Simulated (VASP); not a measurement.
# Sn (Im-3m) in VASP: notebook, part 2 of 2

VASP 6.6.1.

## Step 4: Single point, PBE

Contents of INCAR:

```
ALGO = Normal
EDIFF = 1E-6
ENCUT = 500
GGA = PE
GGA_COMPAT = False
ISIF = 2
ISMEAR = 0
LASPH = True
LCHARG = False
LREAL = False
LWAVE = False
NBANDS = 13
NELM = 120
PREC = Accurate
SIGMA = 0.1
```

Contents of KPOINTS:

```
k-points
0
Gamma
  6 6 6
```

Contents of POSCAR:

```
Sn
1.0
   -1.8946518192      1.8946518192      1.8946518192
    1.8946518192     -1.8946518192      1.8946518192
    1.8946518192      1.8946518192     -1.8946518192
Sn
1
Direct
    0.1850000000      0.3640000000      0.5520000000
```

Potentials or basis: VASP PAW PBE potentials, release 64 (Sn_d).

Run with:

```sh
> cat potpaw_PBE.64/Sn_d/POTCAR > POTCAR
> mpirun -np 1 vasp_std > vasp.out
```

OUTCAR:

```text
EDIFF = 1E-6
   ENCUT = 500
   GGA = PE
   ISIF = 2
   ISMEAR = 0
   LASPH = True
   LREAL = False
   NELM = 120
   PREC = Accurate

 ion  position               nearest neighbor table
   1  0.185  0.364  0.552-

  LATTYP: Found a body centered cubic cell.
 ALAT       =     3.7893036384

  Lattice vectors:

 A1 = (  -1.8946518192,   1.8946518192,   1.8946518192)
 A2 = (   1.8946518192,  -1.8946518192,   1.8946518192)
 A3 = (   1.8946518192,   1.8946518192,  -1.8946518192)

Analysis of symmetry for initial positions (statically):
=====================================================================
 Subroutine PRICEL returns:
 Original cell was already a primitive cell.

 Routine SETGRP: Setting up the symmetry group for a
 body centered cubic supercell.

 Subroutine GETGRP returns: Found 48 space group operations
 (whereof  1 operations were pure point group operations)
 out of a pool of 48 trial point group operations.

The static configuration has the point symmetry C_1 .
 The point group associated with its full space group is O_h .

Analysis of symmetry for dynamics (positions and initial velocities):
=====================================================================
 Subroutine PRICEL returns:
 Original cell was already a primitive cell.

 Routine SETGRP: Setting up the symmetry group for a
 body centered cubic supercell.

 Subroutine GETGRP returns: Found 48 space group operations
 (whereof  1 operations were pure point group operations)
 out of a pool of 48 trial point group operations.

The dynamic configuration has the point symmetry C_1 .
 The point group associated with its full space group is O_h .

 Subroutine INISYM returns: Found 48 space group operations
 (whereof  1 operations are pure point group operations),
 and found     1 'primitive' translations

----------------------------------------------------------------------------------------

                                     Primitive cell

  volume of cell :      27.2050

  direct lattice vectors                    reciprocal lattice vectors
    -1.894651819  1.894651819  1.894651819     0.000000000  0.263900731  0.263900731
     1.894651819 -1.894651819  1.894651819     0.263900731  0.000000000  0.263900731
     1.894651819  1.894651819 -1.894651819     0.263900731  0.263900731  0.000000000

  length of vectors
     3.281633214  3.281633214  3.281633214     0.373211993  0.373211993  0.373211993

  position of ions in fractional coordinates (direct lattice)
     0.185000000  0.364000000  0.552000000

  ion indices of the primitive-cell ions
   primitive index   ion index
                 1           1

----------------------------------------------------------------------------------------

 KPOINTS: k-points

Automatic generation of k-mesh.
 Grid dimensions read from file:
 generate k-points for:    6    6    6

 Generating k-lattice:

  Cartesian coordinates                     Fractional coordinates (reciprocal lattice)
     0.000000000  0.043983455  0.043983455     0.166666667  0.000000000  0.000000000
     0.043983455  0.000000000  0.043983455     0.000000000  0.166666667  0.000000000
     0.043983455  0.043983455  0.000000000     0.000000000  0.000000000  0.166666667

  Length of vectors
     0.062201999  0.062201999  0.062201999

  Shift w.r.t. Gamma in fractional coordinates (k-lattice)
     0.000000000  0.000000000  0.000000000

 Subroutine IBZKPT returns following result:
 ===========================================

 Found     16 irreducible k-points:

 Following reciprocal coordinates:
            Coordinates               Weight
  0.000000  0.000000  0.000000      1.000000
  0.166667  0.000000  0.000000     12.000000
  0.333333  0.000000  0.000000     12.000000
  0.500000  0.000000  0.000000      6.000000
  0.166667  0.166667  0.000000     24.000000
  0.333333  0.166667  0.000000     48.000000
[... 8 lines left out ...]
  0.500000  0.500000  0.333333     12.000000
  0.500000  0.500000  0.500000      1.000000
   k-points           NKPTS =     16   k-points in BZ     NKDIM =     16   number of bands    NBANDS=     13
   number of dos      NEDOS =    301   number of ions     NIONS =      1
   total plane-waves  NPLWV =  13824
   dimension x,y,z NGX =    24 NGY =   24 NGZ =   24
   dimension x,y,z NGXF=    48 NGYF=   48 NGZF=   48
   ions per type =               1
   NGX,Y,Z   is equivalent  to a cutoff of  12.16, 12.16, 12.16 a.u.
   NGXF,Y,Z  is equivalent  to a cutoff of  24.32, 24.32, 24.32 a.u.
 SYSTEM =  unknown system
   PREC   = accura    normal or accurate (medium, high low for compatibility)
   ISTART =      0    job   : 0-new  1-cont  2-samecut
   ICHARG =      2    charge: 1-file 2-atom 10-const
   ISPIN  =      1    spin polarized calculation?
   LNONCOLLINEAR =      F non collinear calculations
   LSORBIT =      F    spin-orbit coupling
   LASPH  =      T    aspherical Exc in radial PAW
   ENCUT  =  500.0 eV  36.75 Ry    6.06 a.u.   5.98  5.98  5.98*2*pi/ulx,y,z
   NELM   =    120;   NELMIN=  2; NELMDL= -5     # of ELM steps
   EDIFF  = 0.1E-05   stopping-criterion for ELM
   LREAL  =      F    real-space projection
[... 7 lines left out ...]
   TEBEG  =    0.0;   TEEND  =   0.0 temperature during run
   PSTRESS=    0.0 pullay stress
   NELECT =      14.0000    total number of electrons
   NUPDOWN=      -1.0000    fix difference up-down
   EMIN   =  10.00;   EMAX   =-10.00  energy-range for DOS
   EFERMI =   0.00;   METHOD = LEGACY
   ISMEAR =     0;   SIGMA  =   0.10  broadening in eV -4-tet -1-fermi 0-gaus
   EFERMI_NEDOS =   21; number of points for ismear=-14 and -15
   IALGO  =     38    algorithm
   IMIX   =      4    mixing-type and parameters
     AMIX     =   0.40;   BMIX     =  1.00
     AMIX_MAG =   1.60;   BMIX_MAG =  1.00
  volume/ion in A,a.u.               =      27.20       183.59
  Fermi-wavevector in a.u.,A,eV,Ry     =   1.311902  2.479136 23.416813  1.721087
  Thomas-Fermi vector in A             =   2.442332
   LORBIT       =      0    0 simple, 1 ext, 2 COOP (PROOUT), +10 PAW based schemes
   GGA     = PE    functional components
   LHFCALC =     F    Hartree Fock is set to
   AEXX    =    0.0000 exact exchange contribution
   IVDW    =     0    specifies the selected vdW correction
   LEPSILON=     F    determine dielectric tensor
   LRPA    =     F    only Hartree local field effects (RPA)
 non-spin polarized calculation
 Gauss-broadening in eV      SIGMA  =   0.10
  energy-cutoff  :      500.00
  volume of cell :       27.20
 maximum number of plane-waves:       712
   NGX = 11   NGY = 11   NGZ = 11

 number of electron      14.0000001 magnetization

 Free energy of the ion-electron system (eV)
  ---------------------------------------------------
  ext. energy  EPLUGINS =         0.00000000
  ---------------------------------------------------
  free energy    TOTEN  =        -3.80118756 eV

  energy without entropy =       -3.79869087  energy(sigma->0) =       -3.79993922

 E-fermi :   8.2267     XC(G=0): -10.3632

 val. band max:        7.6718143340   @ k =   0.3333   0.1667   0.1667
 cond. band min:       8.2744192891   @ k =   0.5000   0.5000   0.3333
 fundamental gap:      0.6026049551
 Fermi energy:         8.2267256613

 k-point     1 :       0.0000    0.0000    0.0000
  band No.  band energies     occupation
      1     -13.4831      2.00000
      2     -13.4831      2.00000
      3     -13.4831      2.00000
      4     -13.3453      2.00000
      5     -13.3453      2.00000
      6      -2.9997      2.00000
      7      16.0408      0.00000
      8      16.0408      0.00000
      9      16.0408      0.00000
     10      20.1936      0.00000
     11      20.1936      0.00000
     12      20.1936      0.00000
     13      20.8047      0.00000

 k-point     2 :       0.1667    0.0000    0.0000
  band No.  band energies     occupation
      1     -13.4944      2.00000
      2     -13.4679      2.00000
      3     -13.4289      2.00000
      4     -13.3569      2.00000
      5     -13.3469      2.00000
      6      -2.3939      2.00000
      7      12.2394      0.00000
      8      14.3380      0.00000
      9      15.2964      0.00000
     10      17.7770      0.00000
     11      18.1370      0.00000
[... 211 lines left out ...]
 k-point    16 :       0.5000    0.5000    0.5000
  band No.  band energies     occupation
      1     -13.5028      2.00000
      2     -13.5028      2.00000
      3     -13.2825      2.00000
      4     -13.2825      2.00000
      5     -13.2825      2.00000
      6       5.6059      2.00000
      7       7.6042      2.00000
      8       7.6042      2.00000
      9       7.6042      2.00000
     10      11.9146      0.00000
     11      11.9146      0.00000
     12      26.2759      0.00000
     13      28.8950      0.00000

------------------------ aborting loop because EDIFF is reached ----------------------------------------

  FORCE on cell =-STRESS in cart. coord.  units (eV):
  Direction    XX          YY          ZZ          XY          YZ          ZX
  --------------------------------------------------------------------------------------
  -------------------------------------------------------------------------------------
  Total        0.1139556      0.1139556      0.1139556     -0.0000000     -0.0000000     -0.0000000
  in kB        6.7111639      6.7111639      6.7111639     -0.0000000     -0.0000000     -0.0000000
  external PRESSURE =       6.7111639 kB  Pullay stress =       0.0000000 kB

 VOLUME and BASIS-vectors are now :
 -----------------------------------------------------------------------------
  energy-cutoff  :      500.00
  volume of cell :       27.20
      direct lattice vectors                 reciprocal lattice vectors
    -1.894651819  1.894651819  1.894651819     0.000000000  0.263900731  0.263900731
     1.894651819 -1.894651819  1.894651819     0.263900731  0.000000000  0.263900731
     1.894651819  1.894651819 -1.894651819     0.263900731  0.263900731  0.000000000

 POSITION                                       TOTAL-FORCE (eV/Angst)
 -----------------------------------------------------------------------------------
      1.38499      0.70671     -0.00568         0.000000     -0.000000      0.000000
 -----------------------------------------------------------------------------------
    total drift:                                0.000029      0.000001      0.000003

  FREE ENERGIE OF THE ION-ELECTRON SYSTEM (eV)
  ---------------------------------------------------
  free  energy   TOTEN  =        -3.8011875620 eV

  energy  without entropy=       -3.7986908734  energy(sigma->0) =       -3.79993922
```

stdout:

```text
POSCAR found type information on POSCAR Sn
 POSCAR found :  1 types and       1 ions
 scaLAPACK will be used
 LDA part: xc-table for (Slater+PW92), standard interpolation
 POSCAR, INCAR and KPOINTS ok, starting setup
 FFT: planning ... GRIDC
 FFT: planning ... GRID_SOFT
 FFT: planning ... GRID
 WAVECAR not read
 entering main loop
```

Run time: 7.3 s. Hardware: 1 thread of Intel Xeon 8259CL, shared host; peak memory 0.13 GiB.

Results:

| Item | Value |
| --- | --- |
| Free energy | -3.8012 eV |
| Pressure | 0.7 GPa |
| Band gap on the k mesh | zero (band 7 reaches 16.04 eV, above the bottom of band 8 at 5.62 eV) |

Levels at points of the mesh, in eV from the Fermi level:
```csv
k point,band 4,band 5,band 6,band 7,band 8,band 9,band 10,band 11
"(0.00, 0.00, 0.00)",-21.57,-21.57,-11.23,7.81,7.81,7.81,11.97,11.97
"(0.50, 0.00, 0.00)",-21.58,-21.49,-6.56,-4.56,3.46,5.29,7.80,8.10
"(0.50, 0.50, 0.50)",-21.51,-21.51,-2.62,-0.62,-0.62,-0.62,3.69,3.69
```

Caveat: the k points lie up to 0.39 Å⁻¹ apart; spin-orbit coupling is left out, which moves the levels of the heavy elements.

## Step 5: Single point, RPBE

Contents of INCAR:

```
PREC = Accurate
ENCUT = 500
EDIFF = 1E-6
ISMEAR = -4
SIGMA = 0.1
LREAL = False
LASPH = True
NELM = 120
ALGO = Normal
ISIF = 2
LWAVE = False
LCHARG = False
GGA = RP
NBANDS = 13
GGA_COMPAT = False
```

Contents of KPOINTS:

```
Automatic mesh
0
Gamma
  6 6 6
```

POSCAR: that of step 4 with these lines changed.

```diff
@@ -8,2 +8,2 @@
 Direct
-    0.1850000000      0.3640000000      0.5520000000
+    0.0000000000      0.0000000000      0.0000000000
```

Run with:

```sh
> cat potpaw_PBE.64/Sn_d/POTCAR > POTCAR
> mpirun -np 1 vasp_std > vasp.out
```

Run time: 7.3 s. Hardware: 1 thread of Intel Xeon 8259CL, shared host; peak memory 0.13 GiB.

The run converged. Its results:

- Free energy: -2.9433 eV
- Pressure: 6.4 GPa
- Band gap on the k mesh: zero (band 7 reaches 16.24 eV, above the bottom of band 8 at 5.74 eV)

Levels at points of the mesh, in eV from the Fermi level:
| k point | band 5 | band 6 | band 7 | band 8 | band 9 | band 10 |
| --- | --- | --- | --- | --- | --- | --- |
| (0.00, 0.00, 0.00) | -21.61 | -11.24 | 7.85 | 7.85 | 7.85 | 11.89 |
| (0.50, 0.00, 0.00) | -21.53 | -6.54 | -4.61 | 3.46 | 5.28 | 7.75 |
| (0.50, 0.50, 0.50) | -21.55 | -2.57 | -0.64 | -0.64 | -0.64 | 3.61 |

Caveat: the k points lie up to 0.39 Å⁻¹ apart; the PAW data sets were made with another functional, which shifts forces and pressure a little; spin-orbit coupling is left out, which moves the levels of the heavy elements.

## Step 6: The runs side by side

| level | cell | k mesh | smearing | gap on the mesh (eV) | pressure (GPa) |
| --- | --- | --- | --- | --- | --- |
| PBE | a = 3.282 Å, angles 109.5°, 1 atom | 4 × 4 × 4 | gaussian 0.1 eV | none | 0.7 |
| PBE | a = 3.204 Å, angles 109.5°, 1 atom | 6 × 6 × 6 | gaussian 0.1 eV | none | 5.3 |
| PBE | a = 3.282 Å, angles 109.5°, 1 atom | 6 × 6 × 6 | gaussian 0.1 eV | none | 0.7 |
| RPBE | a = 3.282 Å, angles 109.5°, 1 atom | 6 × 6 × 6 | tetrahedron | none | 6.4 |

Alike in all rows: task single point; potentials or basis VASP PAW PBE potentials, release 64 (Sn_d); no spin polarisation; cutoff (eV) 500.

Caveats: all runs use coarse meshes; spin-orbit coupling is left out, which moves the levels of the heavy elements; the PAW data sets were made with another functional, which shifts forces and pressure a little (some runs).

Total energies depend on the potentials used, so only differences within one code and one set of settings carry meaning.
